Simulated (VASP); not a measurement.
Wanted: the native input for a VASP 6.6.1 run.

| Quantity | Value |
| --- | --- |
| Task | single point |
| Functional | PBE |
| Potentials or basis | VASP PAW PBE potentials, release 64 (Mo_sv, Se) |
| Cutoff | 520 eV |
| k mesh | 8 × 8 × 8 |
| Occupations | fermi-dirac, width 0.05 eV |
| Spin | no spin polarisation |
| Dipole correction | no |
| Further INCAR settings | ALGO = Normal; EDIFF = 1e-06; NBANDS = 17 |

The structure of MoSe lies in POSCAR:

```
MoSe
1.0
    0.0000000000      2.8338245822      2.8338245822
    2.8338245822      0.0000000000      2.8338245822
    2.8338245822      2.8338245822      0.0000000000
Mo Se
1 1
Direct
    0.0000000000      0.0000000000      0.0000000000
    0.5000000000      0.5000000000      0.5000000000
```

This cell differs from its parent crystal: volume scaled by 0.94.

The input as run:

INCAR

```
ALGO = Normal ; EDIFF = 1E-6
ENCUT = 520 ; GGA = PE
ISIF = 2 ; ISMEAR = -1
LASPH = True ; LCHARG = True
LELF = True ; LREAL = False
LVHAR = True ; LWAVE = False
NBANDS = 17 ; NELM = 60
PREC = Accurate ; SIGMA = 0.05
```

KPOINTS

```
k-points
0
Gamma
  8 8 8
```

Potentials or basis: VASP PAW PBE potentials, release 64 (Mo_sv, Se).

The run is started by

```sh
$ cat potpaw_PBE.64/Mo_sv/POTCAR potpaw_PBE.64/Se/POTCAR > POTCAR
$ mpirun -np 1 vasp_std > vasp.out
```

It gave:

| Item | Value |
| --- | --- |
| Pressure | -18.8 GPa |
| Band gap on the k mesh | zero (band 10 reaches 6.69 eV, above the bottom of band 11 at 5.33 eV) |

It took 14 s on 1 thread of Intel(R) Xeon(R) Platinum 8488C (Sapphire Rapids) (shared host), peak memory 0.17 GiB.
